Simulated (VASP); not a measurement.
# CdS (Fm-3m) in VASP: settings compared, part 3 of 3

VASP 6.6.1. The steps go on from the part before.

## Step 6: Single point, PBE, collinear spin, ferromagnetic start

File INCAR:

```
SYSTEM = CdS
PREC = Accurate ; ENCUT = 500
EDIFF = 1E-6 ; ISMEAR = 0
SIGMA = 0.1 ; LREAL = .FALSE.
LASPH = .TRUE. ; NELM = 200
ALGO = Normal ; ISIF = 2
LWAVE = .FALSE. ; LCHARG = .FALSE.
ISPIN = 2 ; MAGMOM = -1 0
LORBIT = 11 ; GGA = PE
NBANDS = 20 ; GGA_COMPAT = .FALSE.
```

File KPOINTS:

```
regular mesh
0
G
  4 4 4
  0 0 0
```

File POSCAR:

```
CdS
1.0
    0.0000000000      2.7532440000      2.7532440000
    2.7532440000      0.0000000000      2.7532440000
    2.7532440000      2.7532440000      0.0000000000
Cd S
1 1
Direct
    0.0000000000      0.0000000000      0.0000000000
    0.5000000000      0.5000000000      0.5000000000
```

Potentials or basis: VASP PAW PBE potentials, release 64 (Cd, S).

Launch:

```bash
cat potpaw_PBE.64/Cd/POTCAR potpaw_PBE.64/S/POTCAR > POTCAR
mpirun -np 1 vasp_std > vasp.out
```

OUTCAR:

```text
SYSTEM = CdS
   PREC = Accurate
   ENCUT = 500
   EDIFF = 1E-6
   ISMEAR = 0
   LREAL = .FALSE.
   LASPH = .TRUE.
   NELM = 200
   ISIF = 2
   ISPIN = 2
   LORBIT = 11
   GGA = PE

 ion  position               nearest neighbor table
   1  0.000  0.000  0.000-   2 2.75   2 2.75   2 2.75   2 2.75   2 2.75   2 2.75
   2  0.500  0.500  0.500-   1 2.75   1 2.75   1 2.75   1 2.75   1 2.75   1 2.75

  LATTYP: Found a face centered cubic cell.
 ALAT       =     5.5064880000

  Lattice vectors:

 A1 = (   0.0000000000,   2.7532440000,   2.7532440000)
 A2 = (   2.7532440000,   0.0000000000,   2.7532440000)
 A3 = (   2.7532440000,   2.7532440000,   0.0000000000)

Analysis of symmetry for initial positions (statically):
=====================================================================
 Subroutine PRICEL returns:
 Original cell was already a primitive cell.

 Routine SETGRP: Setting up the symmetry group for a
 face centered cubic supercell.

 Subroutine GETGRP returns: Found 48 space group operations
 (whereof 48 operations were pure point group operations)
 out of a pool of 48 trial point group operations.

The static configuration has the point symmetry O_h .

Analysis of symmetry for dynamics (positions and initial velocities):
=====================================================================
 Subroutine PRICEL returns:
 Original cell was already a primitive cell.

 Routine SETGRP: Setting up the symmetry group for a
 face centered cubic supercell.

 Subroutine GETGRP returns: Found 48 space group operations
 (whereof 48 operations were pure point group operations)
 out of a pool of 48 trial point group operations.

The dynamic configuration has the point symmetry O_h .

Analysis of structural, dynamic, and magnetic symmetry:
=====================================================================
 Subroutine PRICEL returns:
 Original cell was already a primitive cell.

 Routine SETGRP: Setting up the symmetry group for a
 face centered cubic supercell.

 Subroutine GETGRP returns: Found 48 space group operations
 (whereof 48 operations were pure point group operations)
 out of a pool of 48 trial point group operations.

The overall configuration has the point symmetry O_h .

 Subroutine INISYM returns: Found 48 space group operations
 (whereof 48 operations are pure point group operations),
 and found     1 'primitive' translations

----------------------------------------------------------------------------------------

                                     Primitive cell

  volume of cell :      41.7411

  direct lattice vectors                    reciprocal lattice vectors
     0.000000000  2.753244000  2.753244000    -0.181603955  0.181603955  0.181603955
     2.753244000  0.000000000  2.753244000     0.181603955 -0.181603955  0.181603955
     2.753244000  2.753244000  0.000000000     0.181603955  0.181603955 -0.181603955

  length of vectors
     3.893675005  3.893675005  3.893675005     0.314547277  0.314547277  0.314547277

  position of ions in fractional coordinates (direct lattice)
     0.000000000  0.000000000  0.000000000
     0.500000000  0.500000000  0.500000000

  ion indices of the primitive-cell ions
   primitive index   ion index
                 1           1
                 2           2

[... 48 lines left out ...]
   ISPIN  =      2    spin polarized calculation?
   LNONCOLLINEAR =      F non collinear calculations
   LSORBIT =      F    spin-orbit coupling
   LASPH  =      T    aspherical Exc in radial PAW
   ENCUT  =  500.0 eV  36.75 Ry    6.06 a.u.   7.10  7.10  7.10*2*pi/ulx,y,z
   NELM   =    200;   NELMIN=  2; NELMDL= -5     # of ELM steps
   EDIFF  = 0.1E-05   stopping-criterion for ELM
   LREAL  =      F    real-space projection
   EDIFFG = 0.1E-04   stopping-criterion for IOM
   NSW    =      0    number of steps for IOM
   IBRION =     -1    ionic relax: 0-MD 1-quasi-New 2-CG
   NFREE  =      0    steps in history (QN), initial steepest desc. (CG)
   ISIF   =      2    stress and relaxation
   ISYM   =      2    0-nonsym 1-usesym 2-fastsym
   POTIM  = 0.5000    time-step for ionic-motion
   TEBEG  =    0.0;   TEEND  =   0.0 temperature during run
   PSTRESS=    0.0 pullay stress
   NELECT =      18.0000    total number of electrons
   NUPDOWN=      -1.0000    fix difference up-down
   EMIN   =  10.00;   EMAX   =-10.00  energy-range for DOS
   EFERMI =   0.00;   METHOD = LEGACY
   ISMEAR =     0;   SIGMA  =   0.10  broadening in eV -4-tet -1-fermi 0-gaus
   EFERMI_NEDOS =   21; number of points for ismear=-14 and -15
   IALGO  =     38    algorithm
   IMIX   =      4    mixing-type and parameters
     AMIX     =   0.40;   BMIX     =  1.00
     AMIX_MAG =   1.60;   BMIX_MAG =  1.00
  volume/ion in A,a.u.               =      20.87       140.84
  Fermi-wavevector in a.u.,A,eV,Ry     =   1.236833  2.337275 20.813583  1.529755
  Thomas-Fermi vector in A             =   2.371425
   LORBIT       =     11    0 simple, 1 ext, 2 COOP (PROOUT), +10 PAW based schemes
   GGA     = PE    functional components
   LHFCALC =     F    Hartree Fock is set to
   AEXX    =    0.0000 exact exchange contribution
   IVDW    =     0    specifies the selected vdW correction
   LEPSILON=     F    determine dielectric tensor
   LRPA    =     F    only Hartree local field effects (RPA)
 spin polarized calculation
 Gauss-broadening in eV      SIGMA  =   0.10
  energy-cutoff  :      500.00
  volume of cell :       41.74
 maximum number of plane-waves:      1068
   NGX = 15   NGY = 15   NGZ = 15

 number of electron      17.9999990 magnetization       0.0001037

 number of electron      17.9999990 magnetization      -0.0000171

 Free energy of the ion-electron system (eV)
  ---------------------------------------------------
  ext. energy  EPLUGINS =         0.00000000
  ---------------------------------------------------
  free energy    TOTEN  =        -5.79997129 eV

  energy without entropy =       -5.79737557  energy(sigma->0) =       -5.79867343

 E-fermi :   2.8752     XC(G=0): -10.2945

 val. band max:        2.7489105307   @ k =   0.5000   0.0000   0.0000
 cond. band min:       2.9662331631   @ k =   0.5000   0.5000   0.0000
 fundamental gap:      0.2173226323
 Fermi energy:         2.8752472731

 spin component 1

 k-point     1 :       0.0000    0.0000    0.0000
  band No.  band energies     occupation
      1      -9.9084      1.00000
      2      -4.8780      1.00000
      3      -4.8780      1.00000
      4      -4.8780      1.00000
      5      -4.8758      1.00000
      6      -4.8758      1.00000
[... 160 lines left out ...]
      6      -4.1448      1.00000
[... 12 lines left out ...]
     19      22.2352      0.00000
     20      22.2352      0.00000
 Fermi energy:         2.8752472731

 spin component 2

 k-point     1 :       0.0000    0.0000    0.0000
  band No.  band energies     occupation
      1      -9.9084      1.00000
      2      -4.8780      1.00000
      3      -4.8780      1.00000
      4      -4.8780      1.00000
      5      -4.8758      1.00000
      6      -4.8758      1.00000
[... 173 lines left out ...]
     19      22.2352      0.00000
     20      22.2352      0.00000

------------------------ aborting loop because EDIFF is reached ----------------------------------------

  FORCE on cell =-STRESS in cart. coord.  units (eV):
  Direction    XX          YY          ZZ          XY          YZ          ZX
  --------------------------------------------------------------------------------------
  -------------------------------------------------------------------------------------
  Total        0.0721338      0.0721338      0.0721338     -0.0000000     -0.0000000     -0.0000000
  in kB        2.7687601      2.7687601      2.7687601     -0.0000000     -0.0000000     -0.0000000
  external PRESSURE =       2.7687601 kB  Pullay stress =       0.0000000 kB

 VOLUME and BASIS-vectors are now :
 -----------------------------------------------------------------------------
  energy-cutoff  :      500.00
  volume of cell :       41.74
      direct lattice vectors                 reciprocal lattice vectors
     0.000000000  2.753244000  2.753244000    -0.181603955  0.181603955  0.181603955
     2.753244000  0.000000000  2.753244000     0.181603955 -0.181603955  0.181603955
     2.753244000  2.753244000  0.000000000     0.181603955  0.181603955 -0.181603955

 POSITION                                       TOTAL-FORCE (eV/Angst)
 -----------------------------------------------------------------------------------
      0.00000      0.00000      0.00000        -0.000000      0.000000     -0.000000
      2.75324      2.75324      2.75324         0.000000     -0.000000      0.000000
 -----------------------------------------------------------------------------------
    total drift:                                0.000000      0.000000      0.000000

  FREE ENERGIE OF THE ION-ELECTRON SYSTEM (eV)
  ---------------------------------------------------
  free  energy   TOTEN  =        -5.7999712850 eV

  energy  without entropy=       -5.7973755730  energy(sigma->0) =       -5.79867343

 total charge

# of ion       s       p       d       tot
------------------------------------------
    1        0.366   0.237   9.586  10.189
    2        1.334   2.380   0.000   3.714
--------------------------------------------------
tot          1.700   2.617   9.586  13.903

 magnetization (x)

# of ion       s       p       d       tot
------------------------------------------
    1       -0.000  -0.000   0.000  -0.000
    2        0.000   0.000   0.000   0.000
--------------------------------------------------
tot         -0.000   0.000   0.000   0.000
```

OSZICAR:

```text
N       E                     dE             d eps       ncg     rms          rms(c)
DAV:   1     0.114697930332E+03    0.11470E+03   -0.84068E+03   672   0.790E+02
DAV:   2    -0.136617070362E+01   -0.11606E+03   -0.10583E+03   704   0.220E+02
DAV:   3    -0.626638036397E+01   -0.49002E+01   -0.48716E+01   760   0.465E+01
DAV:   4    -0.628968223373E+01   -0.23302E-01   -0.23297E-01   724   0.324E+00
DAV:   5    -0.628982509929E+01   -0.14287E-03   -0.14286E-03   740   0.245E-01    0.856E+00
DAV:   6    -0.582056154227E+01    0.46926E+00   -0.59974E-01   824   0.926E+00    0.642E+00
DAV:   7    -0.580140477565E+01    0.19157E-01   -0.15491E-01   720   0.248E+00    0.377E+00
DAV:   8    -0.580225219414E+01   -0.84742E-03   -0.20509E-02   664   0.108E+00    0.162E+00
DAV:   9    -0.579981341568E+01    0.24388E-02   -0.17089E-03   700   0.328E-01    0.435E-01
DAV:  10    -0.579988057311E+01   -0.67157E-04   -0.48205E-04   692   0.178E-01    0.737E-02
DAV:  11    -0.579993972497E+01   -0.59152E-04   -0.65176E-05   700   0.713E-02    0.580E-02
DAV:  12    -0.579997415933E+01   -0.34434E-04   -0.20760E-05   712   0.363E-02    0.371E-02
DAV:  13    -0.579997268877E+01    0.14706E-05   -0.67670E-06   688   0.214E-02    0.743E-03
DAV:  14    -0.579997127398E+01    0.14148E-05   -0.51779E-07   492   0.606E-03    0.268E-03
DAV:  15    -0.579997128504E+01   -0.11059E-07   -0.80701E-08   348   0.170E-03
   1 F= -.57999713E+01 E0= -.57986734E+01  d E =-.259571E-02  mag=    -0.0000
```

stdout:

```text
POSCAR found type information on POSCAR CdS
 POSCAR found :  2 types and       2 ions
 scaLAPACK will be used
 LDA part: xc-table for (Slater+PW92), standard interpolation
 POSCAR, INCAR and KPOINTS ok, starting setup
 FFT: planning ... GRIDC
 FFT: planning ... GRID_SOFT
 FFT: planning ... GRID
 WAVECAR not read
 entering main loop
```

Run time: 19 s. Hardware: 1 thread of Intel Xeon 6455B, shared host; peak memory 0.17 GiB.

Results:

| Item | Value |
| --- | --- |
| Free energy | -5.8000 eV |
| Pressure | 0.3 GPa |
| Band gap on the k mesh | 0.22 eV, indirect (least direct gap 1.51 eV) |
| Net moment | 0.00 μB per cell |
| Valence electrons inside the program's atomic spheres | Cd 10.19; S 3.71 |

Levels at points of the mesh, in eV from the valence-band top:
Spin up:
```
           k point  band 6  band 7  band 8  band 9  band 10  band 11  band 12  band 13
(0.00, 0.00, 0.00)   -7.62   -0.69   -0.69   -0.69     0.81     9.21     9.21     9.21
(0.50, 0.00, 0.00)   -7.43   -4.77    0.00    0.00     3.51     5.90     5.90     6.64
(0.50, 0.50, 0.00)   -6.71   -4.11   -2.06   -2.06     0.22     6.05     9.73    11.11
```
Spin down:
| k point | band 5 | band 6 | band 7 | band 8 | band 9 | band 10 | band 11 | band 12 | band 13 | band 14 |
| --- | --- | --- | --- | --- | --- | --- | --- | --- | --- | --- |
| (0.00, 0.00, 0.00) | -7.62 | -7.62 | -0.69 | -0.69 | -0.69 | 0.81 | 9.21 | 9.21 | 9.21 | 11.28 |
| (0.50, 0.00, 0.00) | -7.43 | -7.43 | -4.77 | 0.00 | 0.00 | 3.51 | 5.90 | 5.90 | 6.64 | 12.19 |
| (0.50, 0.50, 0.00) | -7.37 | -6.71 | -4.11 | -2.06 | -2.06 | 0.22 | 6.05 | 9.73 | 11.11 | 11.11 |

Caveat: the k points lie up to 0.49 Å⁻¹ apart. A k mesh can miss the band edges.

## Step 7: Summary

```csv
level,spin,U,smearing,gap on the mesh (eV),pressure (GPa),moment (μB)
RPBE+D3(BJ)+U,off,Cd d U = 3.5 eV,gaussian 0.1 eV,0.58,-13.4,-
PBE,"collinear, ferromagnetic start",-,gaussian 0.1 eV,0.22,0.3,0.00
PBE,"collinear, ferromagnetic start",-,gaussian 0.01 eV,0.21,0.3,0.00
```

Alike in all rows: task single point; potentials or basis VASP PAW PBE potentials, release 64 (Cd, S); cell as given; k mesh 4 × 4 × 4; cutoff (eV) 500.

Caveats: all runs use coarse meshes; three body term missing (some runs); the PAW data sets were made with another functional, which shifts forces and pressure a little (some runs).

Absolute energies hang on the potentials; compare differences alone.
